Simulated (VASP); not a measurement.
# Ge (Cmmm) in VASP: a series of runs

Runs on Ge. Level: PBEsol. Tasks: single point.

All numbers are computed with VASP 6.6.1; they aren't measurements. Logs are shortened: lines on timing, memory, paths and dates and some standing lists are left out, and cuts for length are marked.

### Step 1. The cell of the first run

The structure is orthorhombic, space group Cmmm (No. 65). The conventional cell has a = 2.794 Å, b = 5.097 Å, c = 2.698 Å, α = 90.00°, β = 90.00°, γ = 90.00°. Within 3.6 Å of Ge (site symmetry mmm) lie 8 Ge at 2.70 to 2.91 Å.

### Step 2. Single point, PBEsol (strain -0.0200 x Voigt [0, 1, 0, 0, 0, 0])

The input, INCAR:

```
SYSTEM = Ge
ALGO = Normal
EDIFF = 1E-6
ENCUT = 520
GGA = PS
ISIF = 2
ISMEAR = 0
LASPH = .TRUE.
LCHARG = .FALSE.
LREAL = .FALSE.
LWAVE = .FALSE.
NBANDS = 13
NELM = 80
PREC = Accurate
SIGMA = 0.15
```

The input, KPOINTS:

```
k-points
0
G
  20 20 18
  0 0 0
```

The input, POSCAR:

```
Ge
1.0
    1.3971490000     -2.5485056800      0.0000000000
    1.3971490000      2.5485056800      0.0000000000
    0.0000000000      0.0000000000      2.6982310000
Ge
1
Direct
    0.5000000000      0.5000000000      0.0000000000
```

Potentials or basis: VASP PAW PBE potentials, release 64 (Ge_d).

Launch:

```console
> cat potpaw_PBE.64/Ge_d/POTCAR > POTCAR
> mpirun -np 1 vasp_std > vasp.out
```

OUTCAR:

```text
SYSTEM = Ge
   EDIFF = 1E-6
   ENCUT = 520
   GGA = PS
   ISIF = 2
   ISMEAR = 0
   LASPH = .TRUE.
   LREAL = .FALSE.
   NELM = 80
   PREC = Accurate

 ion  position               nearest neighbor table
   1  0.500  0.500  0.000-

  LATTYP: Found a base centered orthorhombic cell.
 ALAT       =     2.7942980000
 B/A-ratio  =     1.8240758001
 C/A-ratio  =     0.9656203454

  Lattice vectors:

 A1 = (   1.3971490000,  -2.5485056800,   0.0000000000)
 A2 = (   1.3971490000,   2.5485056800,   0.0000000000)
 A3 = (   0.0000000000,   0.0000000000,   2.6982310000)

Analysis of symmetry for initial positions (statically):
=====================================================================
 Subroutine PRICEL returns:
 Original cell was already a primitive cell.

 Routine SETGRP: Setting up the symmetry group for a
 base centered orthorhombic supercell.

 Subroutine GETGRP returns: Found  8 space group operations
 (whereof  8 operations were pure point group operations)
 out of a pool of  8 trial point group operations.

The static configuration has the point symmetry D_2h.

Analysis of symmetry for dynamics (positions and initial velocities):
=====================================================================
 Subroutine PRICEL returns:
 Original cell was already a primitive cell.

 Routine SETGRP: Setting up the symmetry group for a
 base centered orthorhombic supercell.

 Subroutine GETGRP returns: Found  8 space group operations
 (whereof  8 operations were pure point group operations)
 out of a pool of  8 trial point group operations.

The dynamic configuration has the point symmetry D_2h.

 Subroutine INISYM returns: Found  8 space group operations
 (whereof  8 operations are pure point group operations),
 and found     1 'primitive' translations

----------------------------------------------------------------------------------------

                                     Primitive cell

  volume of cell :      19.2149

  direct lattice vectors                    reciprocal lattice vectors
     1.397149000 -2.548505680  0.000000000     0.357871637 -0.196193402  0.000000000
     1.397149000  2.548505680  0.000000000     0.357871637  0.196193402  0.000000000
     0.000000000  0.000000000  2.698231000     0.000000000  0.000000000  0.370613191

  length of vectors
     2.906356229  2.906356229  2.698231000     0.408122481  0.408122481  0.370613191

  position of ions in fractional coordinates (direct lattice)
     0.500000000  0.500000000  0.000000000

  ion indices of the primitive-cell ions
   primitive index   ion index
                 1           1

----------------------------------------------------------------------------------------

 KPOINTS: k-points

Automatic generation of k-mesh.
 Grid dimensions read from file:
 generate k-points for:   20   20   18

 Generating k-lattice:

  Cartesian coordinates                     Fractional coordinates (reciprocal lattice)
     0.017893582 -0.009809670  0.000000000     0.050000000  0.000000000  0.000000000
     0.017893582  0.009809670  0.000000000     0.000000000  0.050000000  0.000000000
     0.000000000  0.000000000  0.020589622     0.000000000  0.000000000  0.055555556

  Length of vectors
     0.020406124  0.020406124  0.020589622

  Shift w.r.t. Gamma in fractional coordinates (k-lattice)
     0.000000000  0.000000000  0.000000000

 Subroutine IBZKPT returns following result:
 ===========================================

 Found   1110 irreducible k-points:

 Following reciprocal coordinates:
            Coordinates               Weight
  0.000000  0.000000  0.000000      1.000000
  0.050000 -0.000000  0.000000      4.000000
  0.100000  0.000000  0.000000      4.000000
  0.150000 -0.000000  0.000000      4.000000
  0.200000  0.000000  0.000000      4.000000
  0.250000 -0.000000  0.000000      4.000000
[... 16 lines left out ...]
 -0.400000  0.050000  0.000000      4.000000
 -0.350000  0.050000  0.000000      4.000000
 [... further k-points ...]
   k-points           NKPTS =   1110   k-points in BZ     NKDIM =   1110   number of bands    NBANDS=     13
   number of dos      NEDOS =    301   number of ions     NIONS =      1
   total plane-waves  NPLWV =  11520
   dimension x,y,z NGX =    24 NGY =   24 NGZ =   20
   dimension x,y,z NGXF=    48 NGYF=   48 NGZF=   40
   ions per type =               1
   NGX,Y,Z   is equivalent  to a cutoff of  13.73, 13.73, 12.32 a.u.
   NGXF,Y,Z  is equivalent  to a cutoff of  27.46, 27.46, 24.65 a.u.
 SYSTEM =  Ge
   PREC   = accura    normal or accurate (medium, high low for compatibility)
   ISTART =      0    job   : 0-new  1-cont  2-samecut
   ICHARG =      2    charge: 1-file 2-atom 10-const
   ISPIN  =      1    spin polarized calculation?
   LNONCOLLINEAR =      F non collinear calculations
   LSORBIT =      F    spin-orbit coupling
   LASPH  =      T    aspherical Exc in radial PAW
   ENCUT  =  520.0 eV  38.22 Ry    6.18 a.u.   5.40  5.40  5.02*2*pi/ulx,y,z
   NELM   =     80;   NELMIN=  2; NELMDL= -5     # of ELM steps
   EDIFF  = 0.1E-05   stopping-criterion for ELM
   LREAL  =      F    real-space projection
   EDIFFG = 0.1E-04   stopping-criterion for IOM
   NSW    =      0    number of steps for IOM
   IBRION =     -1    ionic relax: 0-MD 1-quasi-New 2-CG
   NFREE  =      0    steps in history (QN), initial steepest desc. (CG)
   ISIF   =      2    stress and relaxation
   ISYM   =      2    0-nonsym 1-usesym 2-fastsym
   POTIM  = 0.5000    time-step for ionic-motion
   TEBEG  =    0.0;   TEEND  =   0.0 temperature during run
   PSTRESS=    0.0 pullay stress
   NELECT =      14.0000    total number of electrons
   NUPDOWN=      -1.0000    fix difference up-down
   EMIN   =  10.00;   EMAX   =-10.00  energy-range for DOS
   EFERMI =   0.00;   METHOD = LEGACY
   ISMEAR =     0;   SIGMA  =   0.15  broadening in eV -4-tet -1-fermi 0-gaus
   EFERMI_NEDOS =   21; number of points for ismear=-14 and -15
   IALGO  =     38    algorithm
   IMIX   =      4    mixing-type and parameters
     AMIX     =   0.40;   BMIX     =  1.00
     AMIX_MAG =   1.60;   BMIX_MAG =  1.00
  volume/ion in A,a.u.               =      19.21       129.67
  Fermi-wavevector in a.u.,A,eV,Ry     =   1.473121  2.783795 29.525797  2.170085
  Thomas-Fermi vector in A             =   2.588052
   LORBIT       =      0    0 simple, 1 ext, 2 COOP (PROOUT), +10 PAW based schemes
   GGA     = PS    functional components
   LHFCALC =     F    Hartree Fock is set to
   AEXX    =    0.0000 exact exchange contribution
   IVDW    =     0    specifies the selected vdW correction
   LEPSILON=     F    determine dielectric tensor
   LRPA    =     F    only Hartree local field effects (RPA)
 non-spin polarized calculation
 Gauss-broadening in eV      SIGMA  =   0.15
  energy-cutoff  :      520.00
  volume of cell :       19.21
 maximum number of plane-waves:       532
 NGX is ok and might be reduce to    24
   NGX = 11   NGY = 11   NGZ = 11

 number of electron      13.9999992 magnetization

 Free energy of the ion-electron system (eV)
  ---------------------------------------------------
  ext. energy  EPLUGINS =         0.00000000
  ---------------------------------------------------
  free energy    TOTEN  =        -4.74415926 eV

  energy without entropy =       -4.73917515  energy(sigma->0) =       -4.74166721

 E-fermi :   6.3053     XC(G=0): -11.2889

 val. band max:        6.3048635278   @ k =  -0.3500   0.3500   0.3889
 cond. band min:       6.3085510388   @ k =   0.3500   0.3000   0.4444
 fundamental gap:      0.0036875110
 Fermi energy:         6.3053301236

 k-point     1 :       0.0000    0.0000    0.0000
  band No.  band energies     occupation
      1     -18.3816      2.00000
      2     -18.3128      2.00000
      3     -18.2731      2.00000
      4     -18.1567      2.00000
      5     -18.1448      2.00000
      6      -6.7452      2.00000
      7      12.7937      0.00000
      8      13.9770      0.00000
      9      15.0493      0.00000
     10      16.3954      0.00000
     11      19.4081      0.00000
     12      21.2320      0.00000
     13      21.3201      0.00000

 k-point     2 :       0.0500   -0.0000    0.0000
  band No.  band energies     occupation
      1     -18.3797      2.00000
      2     -18.3101      2.00000
      3     -18.2732      2.00000
      4     -18.1572      2.00000
      5     -18.1461      2.00000
      6      -6.6837      2.00000
      7      12.8540      0.00000
      8      13.6752      0.00000
      9      14.4320      0.00000
     10      16.6111      0.00000
     11      19.3506      0.00000
     12      20.3200      0.00000
     13      21.7486      0.00000

 k-point     3 :       0.1000    0.0000    0.0000
  band No.  band energies     occupation
      1     -18.3744      2.00000
      2     -18.3031      2.00000
      3     -18.2728      2.00000
      4     -18.1587      2.00000
      5     -18.1496      2.00000
      6      -6.4993      2.00000
      7      12.5964      0.00000
      8      13.0338      0.00000
      9      13.5129      0.00000
     10      16.8634      0.00000
     11      18.4715      0.00000
     12      20.8343      0.00000
     13      22.8111      0.00000

 k-point     4 :       0.1500   -0.0000    0.0000
  band No.  band energies     occupation
      1     -18.3670      2.00000
      2     -18.2958      2.00000
      3     -18.2676      2.00000
      4     -18.1620      2.00000
      5     -18.1541      2.00000
      6      -6.1920      2.00000
      7      10.9454      0.00000
      8      12.7823      0.00000
      9      13.3298      0.00000
     10      16.7900      0.00000
     11      17.8967      0.00000
     12      21.9543      0.00000
     13      24.1872      0.00000

 k-point     5 :       0.2000    0.0000    0.0000
  band No.  band energies     occupation
      1     -18.3595      2.00000
      2     -18.2926      2.00000
      3     -18.2535      2.00000
      4     -18.1681      2.00000
      5     -18.1579      2.00000
      6      -5.7623      2.00000
      7       9.1694      0.00000
      8      12.1074      0.00000
      9      13.7357      0.00000
     10      16.1937      0.00000
     11      18.0676      0.00000
     12      23.3198      0.00000
     13      25.7008      0.00000

 k-point     6 :       0.2500   -0.0000    0.0000
  band No.  band energies     occupation
      1     -18.3545      2.00000
      2     -18.2904      2.00000
      3     -18.2334      2.00000
      4     -18.1761      2.00000
      5     -18.1607      2.00000
      6      -5.2115      2.00000
      7       7.4053      0.00000
      8      11.5001      0.00000
      9      14.2407      0.00000
     10      15.5494      0.00000
     11      18.5282      0.00000
     12      24.8208      0.00000
     13      27.1574      0.00000

 k-point     7 :       0.3000   -0.0000    0.0000
  band No.  band energies     occupation
      1     -18.3531      2.00000
      2     -18.2861      2.00000
      3     -18.2119      2.00000
      4     -18.1846      2.00000
      5     -18.1630      2.00000
      6      -4.5434      2.00000
      7       5.7094      2.00000
      8      10.9817      0.00000
      9      14.8264      0.00000
     10      15.0054      0.00000
     11      19.1307      0.00000
     12      26.2047      0.00000
     13      26.7100      0.00000
[... 193 lines left out ...]
 k-point    20 :       0.4500    0.0500    0.0000
  band No.  band energies     occupation
      1     -18.3577      2.00000
      2     -18.2693      2.00000
      3     -18.2034      2.00000
      4     -18.1684      2.00000
      5     -18.1641      2.00000
      6      -1.6507      2.00000
      7       1.0382      2.00000
      8       9.4546      0.00000
      9      14.7133      0.00000
     10      16.7492      0.00000
     11      22.2317      0.00000
     12      23.0914      0.00000
     13      23.2566      0.00000

 k-point    21 :       0.5000    0.0500    0.0000
  band No.  band energies     occupation
      1     -18.3576      2.00000
      2     -18.2688      2.00000
      3     -18.2030      2.00000
      4     -18.1685      2.00000
      5     -18.1654      2.00000
      6      -1.6972      2.00000
      7       1.0977      2.00000
      8       9.3926      0.00000
      9      14.7811      0.00000
     10      16.7303      0.00000
     11      22.1447      0.00000
     12      23.1204      0.00000
     13      23.3653      0.00000

 k-point    22 :      -0.4500    0.0500    0.0000
  band No.  band energies     occupation
      1     -18.3560      2.00000
      2     -18.2714      2.00000
      3     -18.2001      2.00000
      4     -18.1734      2.00000
      5     -18.1678      2.00000
      6      -2.4627      2.00000
      7       2.1129      2.00000
      8       9.4590      0.00000
      9      14.9642      0.00000
     10      16.3558      0.00000
     11      21.1559      0.00000
     12      23.7275      0.00000
     13      24.5551      0.00000

 k-point    23 :      -0.4000    0.0500    0.0000
  band No.  band energies     occupation
      1     -18.3535      2.00000
      2     -18.2769      2.00000
      3     -18.1948      2.00000
      4     -18.1868      2.00000
      5     -18.1664      2.00000
      6      -3.3405      2.00000
      7       3.4735      2.00000
      8       9.6535      0.00000
      9      15.2611      0.00000
     10      15.7801      0.00000
     11      20.2717      0.00000
     12      24.7561      0.00000
     13      25.7719      0.00000

 k-point    24 :      -0.3500    0.0500    0.0000
  band No.  band energies     occupation
      1     -18.3514      2.00000
      2     -18.2840      2.00000
      3     -18.2040      2.00000
      4     -18.1879      2.00000
      5     -18.1644      2.00000
      6      -4.1592      2.00000
      7       5.0004      2.00000
      8       9.9758      0.00000
      9      15.1455      0.00000
     10      15.6681      0.00000
     11      19.5023      0.00000
     12      26.0592      0.00000
     13      26.7605      0.00000

 [... further k-points ...]
[... 5 lines left out ...]
  --------------------------------------------------------------------------------------
  -------------------------------------------------------------------------------------
  Total       -0.2385341     -0.3349603     -0.5171050      0.0000000      0.0000000      0.0000000
  in kB      -19.8894876    -27.9297130    -43.1173339      0.0000000      0.0000000      0.0000000
  external PRESSURE =     -30.3121782 kB  Pullay stress =       0.0000000 kB

 VOLUME and BASIS-vectors are now :
 -----------------------------------------------------------------------------
  energy-cutoff  :      520.00
  volume of cell :       19.21
      direct lattice vectors                 reciprocal lattice vectors
     1.397149000 -2.548505680  0.000000000     0.357871637 -0.196193402  0.000000000
     1.397149000  2.548505680  0.000000000     0.357871637  0.196193402  0.000000000
     0.000000000  0.000000000  2.698231000     0.000000000  0.000000000  0.370613191

 POSITION                                       TOTAL-FORCE (eV/Angst)
 -----------------------------------------------------------------------------------
      1.39715      0.00000      0.00000        -0.000000     -0.000000      0.000000
 -----------------------------------------------------------------------------------
    total drift:                               -0.000000     -0.000000     -0.000000

  FREE ENERGIE OF THE ION-ELECTRON SYSTEM (eV)
  ---------------------------------------------------
  free  energy   TOTEN  =        -4.7441592583 eV

  energy  without entropy=       -4.7391751543  energy(sigma->0) =       -4.74166721
```

Run time: 49 s. Hardware: 1 thread of Intel Xeon 6975P-C (Granite Rapids), shared host; peak memory 0.35 GiB.

Results:

* Free energy: -4.7442 eV
* Pressure: -3.0 GPa
* Band gap on the k mesh: zero (bands 7 and 8 overlap by 9.60 eV)

Levels at points of the mesh, in eV from the Fermi level:
```
           k point  band 4  band 5  band 6  band 7  band 8  band 9  band 10  band 11
(0.00, 0.00, 0.00)  -24.46  -24.45  -13.05    6.49    7.67    8.74    10.09    13.10
(0.50, 0.00, 0.00)  -24.47  -24.47   -7.88   -5.45    3.71    7.73    10.46    16.28
(0.50, 0.50, 0.00)  -24.48  -24.46   -8.51   -5.62    5.03    8.97     9.97    15.93
(0.00, 0.00, 0.50)  -24.52  -24.49   -9.29   -5.84   10.49   11.57    16.49    16.61
(0.50, 0.00, 0.50)  -24.47  -24.38   -3.73   -2.40   -1.66    3.51     6.57    11.91
(0.50, 0.50, 0.50)  -24.47  -24.39   -4.45   -2.53   -2.14    3.22     7.90    13.25
```

Caveat: the cell differs from its parent crystal (strain -0.0200 x Voigt [0, 1, 0, 0, 0, 0]); the cell stands under tension; the PAW data sets were made with another functional, which shifts forces and pressure a little.

[end of part 1 of 2]
